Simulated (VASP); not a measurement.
# MoS2 in VASP: relaxation of the atoms with PBE+D3(BJ)

Aim: the relaxation of the atoms of MoS2 with PBE+D3(BJ).

Program: VASP 6.6.1. These are calculated values, not measurements. Logs are shortened: lines on timing, memory, paths and dates and some standing lists are left out, and cuts for length are marked.

### Step 1. The cell of the first run

The cell holds a sheet with vacuum, 12 atoms: a = 3.160 Å, b = 3.160 Å, c = 39.571 Å, α = 90.00°, β = 90.00°, γ = 120.00°.

### Step 2. Relaxation of the atoms, PBE+D3(BJ)

Contents of INCAR:

```
SYSTEM = MoS2
PREC = Accurate ; ENCUT = 520
EDIFF = 1E-7 ; ISMEAR = 0
SIGMA = 0.02 ; LREAL = .False.
LASPH = .True. ; NELM = 60
ALGO = Normal ; ISIF = 2
LWAVE = .False. ; LCHARG = .False.
LDIPOL = .True. ; IDIPOL = 3
DIPOL = 0.5 0.5 0.500 ; GGA = PE
IVDW = 12 ; IBRION = 2
NSW = 100 ; EDIFFG = -0.01
KPAR = 4
```

Contents of KPOINTS:

```
Automatic mesh
0
Gamma
  10 10 1
  0 0 0
```

Contents of POSCAR:

```
MoS2
1.0
    3.1600000000      0.0000000000      0.0000000000
   -1.5800000000      2.7366402760      0.0000000000
    0.0000000000      0.0000000000     39.5710000000
S Mo
8 4
Direct
    0.6666666667      0.3333333333      0.2274392863
    0.6666666667      0.3333333333      0.3065376159
    0.3333333333      0.6666666667      0.3827803189
    0.3333333333      0.6666666667      0.4618786485
    0.6666666667      0.3333333333      0.5381213515
    0.6666666667      0.3333333333      0.6172196811
    0.3333333333      0.6666666667      0.6934623841
    0.3333333333      0.6666666667      0.7725607137
    0.3333333333      0.6666666667      0.2669884511
    0.6666666667      0.3333333333      0.4223294837
    0.3333333333      0.6666666667      0.5776705163
    0.6666666667      0.3333333333      0.7330115489
```

Potentials or basis: VASP PAW PBE potentials, release 64 (S, Mo_sv).

The run is started by

```sh
$ cat potpaw_PBE.64/S/POTCAR potpaw_PBE.64/Mo_sv/POTCAR > POTCAR
$ mpirun -np 4 vasp_std > vasp.out
```

OUTCAR:

```text
SYSTEM = MoS2
   PREC = Accurate
   ENCUT = 520
   EDIFF = 1E-7
   ISMEAR = 0
   LREAL = .False.
   LASPH = .True.
   NELM = 60
   ISIF = 2
   GGA = PE
   IVDW = 12
   IBRION = 2
   NSW = 100
   EDIFFG = -0.01
 IVDW          = 12

 ion  position               nearest neighbor table
   1  0.667  0.333  0.227-   9 2.40   9 2.40   9 2.40
   2  0.667  0.333  0.307-   9 2.40   9 2.40   9 2.40
   3  0.333  0.667  0.383-  10 2.40  10 2.40  10 2.40
   4  0.333  0.667  0.462-  10 2.40  10 2.40  10 2.40
   5  0.667  0.333  0.538-  11 2.40  11 2.40  11 2.40
   6  0.667  0.333  0.617-  11 2.40  11 2.40  11 2.40
   7  0.333  0.667  0.693-  12 2.40  12 2.40  12 2.40
   8  0.333  0.667  0.773-  12 2.40  12 2.40  12 2.40
   9  0.333  0.667  0.267-   1 2.40   2 2.40   1 2.40   2 2.40   1 2.40   2 2.40
  10  0.667  0.333  0.422-   3 2.40   4 2.40   3 2.40   4 2.40   3 2.40   4 2.40
  11  0.333  0.667  0.578-   5 2.40   6 2.40   5 2.40   6 2.40   5 2.40   6 2.40
  12  0.667  0.333  0.733-   7 2.40   8 2.40   7 2.40   8 2.40   7 2.40   8 2.40

  LATTYP: Found a hexagonal cell.
 ALAT       =     3.1600000000
 C/A-ratio  =    12.5224683544

  Lattice vectors:

 A1 = (   3.1600000000,   0.0000000000,   0.0000000000)
 A2 = (  -1.5800000000,   2.7366402760,   0.0000000000)
 A3 = (   0.0000000000,   0.0000000000,  39.5710000000)

Analysis of symmetry for initial positions (statically):
=====================================================================
 Subroutine PRICEL returns:
 Original cell was already a primitive cell.

 Routine SETGRP: Setting up the symmetry group for a
 hexagonal supercell.

 Subroutine GETGRP returns: Found 12 space group operations
 (whereof 12 operations were pure point group operations)
 out of a pool of 24 trial point group operations.

The static configuration has the point symmetry D_3d.

Analysis of symmetry for dynamics (positions and initial velocities):
=====================================================================
 Subroutine PRICEL returns:
 Original cell was already a primitive cell.

 Routine SETGRP: Setting up the symmetry group for a
 hexagonal supercell.

 Subroutine GETGRP returns: Found 12 space group operations
 (whereof 12 operations were pure point group operations)
[... 130 lines left out ...]
     AMIX     =   0.40;   BMIX     =  1.00
     AMIX_MAG =   1.60;   BMIX_MAG =  1.00
  volume/ion in A,a.u.               =      28.52       192.44
  Fermi-wavevector in a.u.,A,eV,Ry     =   1.100674  2.079972 16.483227  1.211483
  Thomas-Fermi vector in A             =   2.237089
   LORBIT       =      0    0 simple, 1 ext, 2 COOP (PROOUT), +10 PAW based schemes
   GGA     = PE    functional components
   LHFCALC =     F    Hartree Fock is set to
   AEXX    =    0.0000 exact exchange contribution
   IVDW    =    12    specifies the selected vdW correction
   LEPSILON=     F    determine dielectric tensor
   LRPA    =     F    only Hartree local field effects (RPA)
 conjugate gradient relaxation of ions
 non-spin polarized calculation
 Gauss-broadening in eV      SIGMA  =   0.02
  energy-cutoff  :      520.00
  volume of cell :      342.20
 maximum number of plane-waves:      9254
 NGX is ok and might be reduce to    24
   NGX = 11   NGY = 11   NGZ =147

--------------------------------------- Ionic step        1  -------------------------------------------

 number of electron     103.9999998 magnetization

 Free energy of the ion-electron system (eV)
  ---------------------------------------------------
  ext. energy  EPLUGINS =         0.00000000
  ---------------------------------------------------
  free energy    TOTEN  =       -87.24725604 eV

  energy without entropy =      -87.24725604  energy(sigma->0) =      -87.24725604

------------------------ aborting loop because EDIFF is reached ----------------------------------------

 Edisp (eV)   -4.78293

 E8    (eV) :    -1.9619
[... 135 lines left out ...]
  FREE ENERGIE OF THE ION-ELECTRON SYSTEM (eV)
  ---------------------------------------------------
  free  energy   TOTEN  =       -92.0302897736 eV

  energy  without entropy=      -92.0302897736  energy(sigma->0) =      -92.03028977

[... ionic steps 4 to 20 ...]

--------------------------------------- Ionic step       21  -------------------------------------------

 number of electron     103.9999998 magnetization

------------------------ aborting loop because EDIFF is reached ----------------------------------------
[... 45 lines left out ...]
--------------------------------------- Ionic step       22  -------------------------------------------

 number of electron     103.9999998 magnetization

 dipolmoment           0.000000      0.000000      0.000000 electrons x Angstroem

------------------------ aborting loop because EDIFF is reached ----------------------------------------

 Edisp (eV)   -4.83982

 E8    (eV) :    -1.9850
[... 41 lines left out ...]
--------------------------------------- Ionic step       23  -------------------------------------------

 number of electron     103.9999998 magnetization

 dipolmoment           0.000000      0.000000     -0.000000 electrons x Angstroem

 Free energy of the ion-electron system (eV)
  ---------------------------------------------------
  ext. energy  EPLUGINS =         0.00000000
  ---------------------------------------------------
  free energy    TOTEN  =       -87.19746946 eV

  energy without entropy =      -87.19746946  energy(sigma->0) =      -87.19746946

 E-fermi :   2.9896     XC(G=0):  -6.9778

 val. band max:        2.7373683553   @ k =   0.0000   0.0000   0.0000
 cond. band min:       3.7179292684   @ k =   0.2000   0.2000   0.0000
 fundamental gap:      0.9805609131
 Fermi energy:         2.9896066891

 k-point     1 :       0.0000    0.0000    0.0000
  band No.  band energies     occupation
      1     -58.7683      2.00000
      2     -58.7683      2.00000
      3     -58.7655      2.00000
      4     -58.7655      2.00000
      5     -32.9249      2.00000
      6     -32.9248      2.00000
[... 899 lines left out ...]
     61       5.4649      0.00000
     62       5.5898      0.00000

------------------------ aborting loop because EDIFF is reached ----------------------------------------

 vacuum level on the upper side and lower side of the slab       (xc-potential included)        -0.054        -0.054

 Edisp (eV)   -4.83991

 E8    (eV) :    -1.9850

  FORCE on cell =-STRESS in cart. coord.  units (eV):
  Direction    XX          YY          ZZ          XY          YZ          ZX
  --------------------------------------------------------------------------------------
  -------------------------------------------------------------------------------------
  Total      -1.22384    -1.22384    -0.24496     0.00000    -0.00000     0.00000
  in kB      -5.72998    -5.72998    -1.14688     0.00000    -0.00000     0.00000
  external pressure =       -4.20 kB  Pullay stress =        0.00 kB
[... 27 lines left out ...]
  FREE ENERGIE OF THE ION-ELECTRON SYSTEM (eV)
  ---------------------------------------------------
  free  energy   TOTEN  =       -92.0373818901 eV

  energy  without entropy=      -92.0373818901  energy(sigma->0) =      -92.03738189

 reached required accuracy - stopping structural energy minimisation

 vacuum level on the upper side and lower side of the slab         7.930         7.930
```

CONTCAR:

```text
MoS2
   1.00000000000000
     3.1600000000000001    0.0000000000000000    0.0000000000000000
    -1.5800000000000001    2.7366402760000001    0.0000000000000000
     0.0000000000000000    0.0000000000000000   39.5709999999999980
  S               Mo
     8     4
Direct
     0.6666666667000030    0.3333333332999970    0.2307914141647507
     0.6666666667000030    0.3333333332999970    0.3098317106810773
     0.3333333332999970    0.6666666667000030    0.3841437002013205
     0.3333333332999970    0.6666666667000030    0.4630777761489435
     0.6666666667000030    0.3333333332999970    0.5369222238510564
     0.6666666667000030    0.3333333332999970    0.6158562997986795
     0.3333333332999970    0.6666666667000030    0.6901682893189224
     0.3333333332999970    0.6666666667000030    0.7692085858352494
     0.3333333332999970    0.6666666667000030    0.2703311501728168
     0.6666666667000030    0.3333333332999970    0.4236154891723367
     0.3333333332999970    0.6666666667000030    0.5763845108276633
     0.6666666667000030    0.3333333332999970    0.7296688498271831

  0.00000000E+00  0.00000000E+00  0.00000000E+00
  0.00000000E+00  0.00000000E+00  0.00000000E+00
  0.00000000E+00  0.00000000E+00  0.00000000E+00
  0.00000000E+00  0.00000000E+00  0.00000000E+00
  0.00000000E+00  0.00000000E+00  0.00000000E+00
  0.00000000E+00  0.00000000E+00  0.00000000E+00
  0.00000000E+00  0.00000000E+00  0.00000000E+00
  0.00000000E+00  0.00000000E+00  0.00000000E+00
  0.00000000E+00  0.00000000E+00  0.00000000E+00
  0.00000000E+00  0.00000000E+00  0.00000000E+00
  0.00000000E+00  0.00000000E+00  0.00000000E+00
  0.00000000E+00  0.00000000E+00  0.00000000E+00
```

Run time: 18 min. Hardware: 4 MPI ranks of Intel Xeon 6975P-C (Granite Rapids), shared host; peak memory 0.58 GiB.

Results:

| Item | Value |
| --- | --- |
| Free energy | -92.0374 eV |
| Energy gained by relaxing | 0.6 meV/atom |
| Ionic steps | 23 |
| Largest force after relaxing | 0.009 eV/Å |
| Band gap on the k mesh | 0.98 eV (least direct gap 1.91 eV) |
| Dispersion energy per atom | -0.403 eV |

Forces on the atoms (eV/Å):
```
S    0.000  0.000  0.009
S    0.000  0.000 -0.003
S    0.000  0.000 -0.004
S    0.000  0.000  0.003
S    0.000  0.000 -0.003
S    0.000  0.000  0.004
S    0.000  0.000  0.003
S    0.000  0.000 -0.009
Mo   0.000  0.000  0.002
Mo   0.000  0.000 -0.007
Mo   0.000  0.000  0.007
Mo   0.000  0.000 -0.002
```

Step by step:
| step | energy change (eV) | largest force (eV/Å) | pressure (GPa) |
| --- | --- | --- | --- |
| 1 | 0.0000 | 0.0325 | -0.62 |
| 2 | -0.0001 | 0.0266 | -0.57 |
| 3 | -0.0001 | 0.0276 | -0.57 |
| 4 | -0.0002 | 0.0216 | -0.54 |
| 5 | -0.0002 | 0.0334 | -0.52 |
| 6 | -0.0002 | 0.0333 | -0.51 |
| 7 | -0.0005 | 0.0332 | -0.51 |
| 8 | -0.0009 | 0.0333 | -0.51 |
| 9 | -0.0018 | 0.0334 | -0.50 |
| 10 | -0.0032 | 0.0335 | -0.49 |
| 11 | -0.0050 | 0.0344 | -0.46 |
| 12 | -0.0037 | 0.0455 | -0.38 |
| 13 | -0.0054 | 0.0332 | -0.44 |
| 14 | 0.0081 | 0.6491 | -0.43 |
| 15 | -0.0055 | 0.0167 | -0.44 |
| 16 | -0.0060 | 0.0238 | -0.44 |
| 17 | -0.0066 | 0.0531 | -0.45 |
| 18 | -0.0067 | 0.0485 | -0.44 |
| 19 | -0.0069 | 0.0384 | -0.44 |
| 20 | -0.0071 | 0.0265 | -0.43 |
| 21 | -0.0071 | 0.0274 | -0.43 |
| 22 | -0.0072 | 0.0125 | -0.42 |
| 23 | -0.0072 | 0.0095 | -0.42 |

Final structure:
```
S Mo
1.0
     3.16000    0.00000    0.00000
    -1.58000    2.73664    0.00000
     0.00000    0.00000   39.57100
S Mo
8 4
Direct
  0.66667 0.33333 0.23079
  0.66667 0.33333 0.30983
  0.33333 0.66667 0.38414
  0.33333 0.66667 0.46308
  0.66667 0.33333 0.53692
  0.66667 0.33333 0.61586
  0.33333 0.66667 0.69017
  0.33333 0.66667 0.76921
  0.33333 0.66667 0.27033
  0.66667 0.33333 0.42362
  0.33333 0.66667 0.57638
  0.66667 0.33333 0.72967
```
